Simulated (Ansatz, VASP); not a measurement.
# Two plane-wave programs on Ti

```
Ti
1.0
    -1.66382    1.66382    1.66382
     1.66382   -1.66382    1.66382
     1.66382    1.66382   -1.66382
Ti
1
Direct
  0.00000 0.00000 0.00000
```

Alike in both runs: task single point; functional revPBE; k mesh 15 × 15 × 15; occupations fermi-dirac, width 0.1 eV; no spin polarisation.

|  | VASP | Ansatz |
| --- | --- | --- |
| version | VASP 6.6.1 | Ansatz 0.2.0 |
| potentials or method | VASP PAW PBE potentials, release 64 (Ti_sv), cutoff 520 eV | plane waves (420 eV) with PAW, scalar-relativistic |
| valence electrons in the cell | 12 | 12 |

|  | VASP | Ansatz | Ansatz less VASP |
| --- | --- | --- | --- |
| pressure (GPa) | -3.9 | -3.7 | +0.17 |

VASP's potentials were made for PBE, not for revPBE.
